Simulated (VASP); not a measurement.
A run of VASP 6.6.1:

Contents of POSCAR:

```
HfS2
1.0
    3.6302959563      0.0000000000      0.0000000000
   -1.8151479781      3.1439285214      0.0000000000
    0.0000000000      0.0000000000      5.8783581538
Hf S
1 2
Direct
    0.0000000000      0.0000000000      0.0000000000
    0.3333333333      0.6666666667      0.2446279711
    0.6666666667      0.3333333333      0.7553720289
```

INCAR.step1

```
ALGO = Normal
EDIFF = 1E-5
ENCUT = 400
GGA = PE
GGA_COMPAT = False
ISIF = 2
ISMEAR = 0
LASPH = True
LCHARG = False
LREAL = False
LWAVE = True
NBANDS = 18
NELM = 120
PREC = Accurate
SIGMA = 0.01
```

INCAR.step2

```
ALGO = Normal
EDIFF = 1E-6
ENCUT = 400
GGA = PE
GGA_COMPAT = False
HFSCREEN = 0.2079
ISIF = 2
ISMEAR = 0
ISTART = 1
LASPH = True
LCHARG = False
LHFCALC = True
LREAL = False
LWAVE = False
NBANDS = 18
NELM = 120
PREC = Accurate
PRECFOCK = Normal
SIGMA = 0.01
```

Contents of KPOINTS:

```
k-points
0
Gamma
  6 6 4
```

Potentials or basis: VASP PAW PBE potentials, release 64 (Hf_pv, S).

Launch:

```sh
$ cat potpaw_PBE.64/Hf_pv/POTCAR potpaw_PBE.64/S/POTCAR > POTCAR
$ cp INCAR.step1 INCAR
$ mpirun -np 1 vasp_std > vasp.out
$ cp INCAR.step2 INCAR
$ mpirun -np 1 vasp_std > vasp.out
```

Hardware: 1 thread of Intel(R) Xeon(R) Platinum 8175M CPU @ 2.50GHz (Skylake/Cascade Lake), with other jobs on the host.

Problem. How long does it take, and how much memory?

Solution. Run time: 70 min on 1 thread of Intel(R) Xeon(R) Platinum 8175M CPU @ 2.50GHz (Skylake/Cascade Lake), with other jobs on the host, peak memory 0.28 GiB. Counts: k points 24.
